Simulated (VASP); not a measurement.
# NaI: single point with PBE

The system is NaI.

```
CELL_PARAMETERS angstrom
0.00000 3.23640 3.23640
3.23640 0.00000 3.23640
3.23640 3.23640 0.00000
ATOMIC_POSITIONS crystal
Na 0.03090 0.96910 0.96910
I 0.50000 0.50000 0.50000
```

This cell differs from its parent crystal: atom 1 (Na) moved by (-0.200, +0.000) A along x and z.

| Property | Result |
| --- | --- |
| Program | VASP 6.6.1 |
| Task | single point |
| Functional | PBE |
| Potentials or basis | VASP PAW PBE potentials, release 64 (Na_pv, I) |
| Cutoff | 520 eV |
| k mesh | 6 × 6 × 6 |
| Occupations | gaussian, width 0.05 eV |
| Spin | no spin polarisation |
| Dipole correction | no |
| Further INCAR settings | ALGO = Normal; EDIFF = 1e-06; NBANDS = 14 |

```yaml
Pressure: 0.7 GPa
Largest_force: 0.207 eV/Å
Band_gap_on_the_k_mesh: 3.65 eV, direct
```

Forces in eV/Å, atoms in the order of the input:
```
Na   0.207  0.000  0.000
I   -0.207  0.000  0.000
```

Stress tensor (GPa, compression positive):
```
1.18 0.00 0.00
0.00 0.40 0.00
0.00 0.00 0.40
```

Levels at points of the mesh, in eV from the valence-band top:
| k point | band 3 | band 4 | band 5 | band 6 | band 7 | band 8 | band 9 | band 10 | band 11 | band 12 |
| --- | --- | --- | --- | --- | --- | --- | --- | --- | --- | --- |
| (0.00, 0.00, 0.00) | -22.43 | -11.02 | -0.02 | 0.00 | 0.00 | 3.65 | 7.93 | 7.93 | 7.95 | 9.76 |
| (0.50, 0.00, 0.00) | -22.43 | -10.71 | -2.18 | -0.29 | -0.28 | 5.10 | 7.45 | 7.46 | 8.72 | 10.31 |
| (0.50, 0.50, 0.00) | -22.43 | -10.63 | -1.90 | -0.75 | -0.74 | 4.50 | 5.55 | 9.88 | 11.31 | 11.31 |
| (0.00, 0.50, 0.50) | -22.43 | -10.63 | -1.91 | -0.74 | -0.74 | 4.51 | 5.56 | 9.86 | 11.31 | 11.31 |

Run time: 11 s on 1 thread of Intel(R) Xeon(R) 6975P-C (Granite Rapids) (shared host), peak memory 0.21 GiB.

Caveat: the cell differs from its parent crystal (atom 1 (Na) moved by (-0.200, +0.000) A along x and z); spin-orbit coupling is left out, which moves the levels of the heavy elements.
